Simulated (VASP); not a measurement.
Write the native input for VASP 6.6.1 that does the following.

```yaml
Task: relaxation of cell and atoms
Functional: PBE
Potentials_or_basis: VASP PAW PBE potentials, release 64 (Bi_d)
Cutoff: 600 eV
k_mesh: 12 × 12 × 6
Occupations: gaussian, width 0.1 eV
Spin: no spin polarisation
Dipole_correction: no
Further_INCAR_settings: ALGO = Fast; EDIFF = 1e-06; IBRION = 2; EDIFFG = -0.01; NSW = 100; ISIF = 3
```

The structure of Bi lies in POSCAR:

```
Bi
1.0
    4.5061987796      0.0000000000      0.0000000000
   -2.2530993898      3.9024826177      0.0000000000
    0.0000000000      0.0000000000      9.5016787000
Bi
4
Direct
    0.0000000000      0.0000000000      0.8092170000
    0.0000000000      0.0000000000      0.1907830000
    0.3333333333      0.6666666667      0.6352660000
    0.6666666667      0.3333333333      0.3647340000
```

The cell was generated, and may not be a known phase.

One way to write it, as run:

INCAR

```
  PREC = Accurate
  ENCUT = 600
  EDIFF = 1E-6
  ISMEAR = 0
  SIGMA = 0.1
  LREAL = F
  LASPH = T
  NELM = 60
  ALGO = Fast
  ISIF = 3
  LWAVE = F
  LCHARG = F
  GGA = PE
  IBRION = 2
  NSW = 100
  EDIFFG = -0.01
```

KPOINTS

```
regular mesh
0
Gamma
  12 12 6
```

Potentials or basis: VASP PAW PBE potentials, release 64 (Bi_d).

The run is started by

```console
$ cat potpaw_PBE.64/Bi_d/POTCAR > POTCAR
$ mpirun -np 1 vasp_std > vasp.out
```

Results of the run:

| Quantity | Value |
| --- | --- |
| Relaxed volume | 41.74 Å³/atom |
| Relaxed cell | a = 4.506 Å, b = 4.506 Å, c = 9.497 Å, α = 90.00°, β = 90.00°, γ = 120.00° |
| Space group after relaxing (to 0.1 Å) | P-3m1 (No. 164) |
| Energy gained by relaxing | 0.0 meV/atom |
| Ionic steps | 2 |
| Pressure after relaxing | 0.0 GPa |
| Largest force after relaxing | 0.008 eV/Å |
| Band gap on the k mesh | zero (bands 30 and 31 overlap by 0.24 eV) |

Caveat: spin-orbit coupling is left out, which moves the levels of the heavy elements.

It took 46 min on 1 thread of Oxide Virtual Turin-like Processor (shared host), peak memory 0.64 GiB.
